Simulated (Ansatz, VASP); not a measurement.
NaF: VASP beside Ansatz

INCAR

```
SYSTEM = NaF
PREC = Accurate
ENCUT = 520
EDIFF = 1E-6
ISMEAR = 0
SIGMA = 0.02
LREAL = .False.
LASPH = .True.
NELM = 80
ALGO = Normal
ISIF = 2
LWAVE = .False.
LCHARG = .True.
GGA = PE
LELF = .True.
LVHAR = .True.
NBANDS = 14
```

File KPOINTS:

```
Automatic mesh
0
Gamma
  8 8 8
  0 0 0
```

The input POSCAR:

```
NaF
1.0
    0.0000000000      2.3497438127      2.3497438127
    2.3497438127      0.0000000000      2.3497438127
    2.3497438127      2.3497438127      0.0000000000
Na F
1 1
Direct
    0.0000000000      0.0000000000      0.0000000000
    0.5000000000      0.5000000000      0.5000000000
```

Input for Ansatz:

```yaml
crystal:
  lattice:
    - [0.0, 2.3497438127, 2.3497438127]
    - [2.3497438127, 0.0, 2.3497438127]
    - [2.3497438127, 2.3497438127, 0.0]
  atoms:
    - { symbol: Na, position: [0.0, 0.0, 0.0] }
    - { symbol: F, position: [0.5, 0.5, 0.5] }
basis:
  ecutwfc: 420
kpoints:
  mp_grid: { grid: [8, 8, 8] }
  band_path: { path: [VBM, CBM], npoints: 2 }
hamiltonian:
  xc: pbe
scf:
  occupations: { method: gaussian, width: 0.02 }
output:
  forces: false
  stress: false
  eigenvalues: true
checkpoint:
  read: start.run
  write: ck
  compress: false
  write_wavefunctions: false
  write_every: 100000
```

Alike in both runs: task single point; functional PBE; k mesh 8 × 8 × 8; occupations gaussian, width 0.02 eV; no spin polarisation.

```csv
,VASP,Ansatz
version,VASP 6.6.1,Ansatz 0.2.0
potentials or method,"VASP PAW PBE potentials, release 64 (Na_pv, F), cutoff 520 eV","scalar-relativistic, plane waves, PAW"
valence electrons in the cell,14,16
```

```tsv
	VASP	Ansatz	Ansatz less VASP
gap on the k mesh at the Fermi level (eV)	6.08	6.09	+0.016
least direct gap on the mesh (eV)	6.08	6.09	+0.016
```

With one functional, cell and mesh, what is left measures potentials, basis and numerics. VASP's potentials hold 14 valence electrons a cell and Ansatz's 16, so a difference there can come from the potentials and not from the codes.
